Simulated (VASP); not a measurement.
Set up this calculation in VASP 6.6.1, as the native input.

```yaml
Task: single point
Functional: PBE
Potentials_or_basis: VASP PAW PBE potentials, release 64 (Mg, I)
Cutoff: 520 eV
k_mesh: 6 × 6 × 6
Occupations: gaussian, width 0.01 eV
Spin: no spin polarisation
Dipole_correction: no
Further_INCAR_settings: ALGO = Normal; EDIFF = 1e-06; NBANDS = 15
```

The structure of MgI2 lies in POSCAR:

```
MgI2
1.0
    0.0000000000      3.7557205887      3.7557205887
    3.7557205887      0.0000000000      3.7557205887
    3.7557205887      3.7557205887      0.0000000000
Mg I
1 2
Direct
    0.0000000000      0.0000000000      0.0000000000
    0.2500000000      0.2500000000      0.2500000000
    0.7500000000      0.7500000000      0.7500000000
```

One way to write it, as run:

INCAR

```
SYSTEM = MgI2
ALGO = Normal ; EDIFF = 1E-6
ENCUT = 520 ; GGA = PE
ISIF = 2 ; ISMEAR = 0
LASPH = .True. ; LCHARG = .False.
LREAL = .False. ; LWAVE = .False.
NBANDS = 15 ; NELM = 80
PREC = Accurate ; SIGMA = 0.01
```

KPOINTS

```
k-points
0
Gamma
  6 6 6
  0 0 0
```

Potentials or basis: VASP PAW PBE potentials, release 64 (Mg, I).

Command:

```console
$ cat potpaw_PBE.64/Mg/POTCAR potpaw_PBE.64/I/POTCAR > POTCAR
$ mpirun -np 1 vasp_std > vasp.out
```

It gave:

```
Pressure               : 0.2 GPa
Band gap on the k mesh : 0.58 eV, indirect (least direct gap 1.06 eV)
```

Caveat: spin-orbit coupling is left out, which moves the levels of the heavy elements.

Run time: 15 s on 1 thread of Intel(R) Xeon(R) 6975P-C (Granite Rapids) (shared host), peak memory 0.24 GiB.
